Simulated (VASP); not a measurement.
Wanted: the native input for a VASP 6.6.1 run.

| Quantity | Value |
| --- | --- |
| Task | single point |
| Functional | PBE |
| Potentials or basis | VASP PAW PBE potentials, release 64 (Ta_pv, N) |
| Cutoff | 520 eV |
| k mesh | 10 × 10 × 6 |
| Occupations | fermi-dirac, width 0.05 eV |
| Spin | no spin polarisation |
| Dipole correction | no |
| Further INCAR settings | ALGO = Normal; EDIFF = 1e-06; NBANDS = 20 |

The structure of Ta2N lies in POSCAR:

```
Ta2N
1.0
    3.1538249076      0.0000000000      0.0000000000
   -1.5769124538      2.7312924890      0.0000000000
    0.0000000000      0.0000000000      4.9339252043
Ta N
2 1
Direct
    0.3333333333      0.6666666667      0.2547110000
    0.6666666667      0.3333333333      0.7452890000
    0.0000000000      0.0000000000      0.0000000000
```

The input as run:

INCAR

```
SYSTEM = Ta2N
PREC = Accurate
ENCUT = 520
EDIFF = 1E-6
ISMEAR = -1
SIGMA = 0.05
LREAL = .False.
LASPH = .True.
NELM = 80
ALGO = Normal
ISIF = 2
LWAVE = .False.
LCHARG = .False.
GGA = PE
NBANDS = 20
```

KPOINTS

```
regular mesh
0
Gamma
  10 10 6
  0 0 0
```

Potentials or basis: VASP PAW PBE potentials, release 64 (Ta_pv, N).

Command:

```bash
$ cat potpaw_PBE.64/Ta_pv/POTCAR potpaw_PBE.64/N/POTCAR > POTCAR
$ mpirun -np 1 vasp_std > vasp.out
```

It gave:

* Pressure: -10.9 GPa
* Largest force: 0.180 eV/Å
* Band gap on the k mesh: zero (an odd number of electrons rules out a gap without spin polarisation)

Caveat: the cell stands under tension; spin-orbit coupling is left out, which moves the levels of the heavy elements.

Run time: 50 s on 1 thread of Intel Xeon 8259CL, on a shared host, peak memory 0.2 GiB.
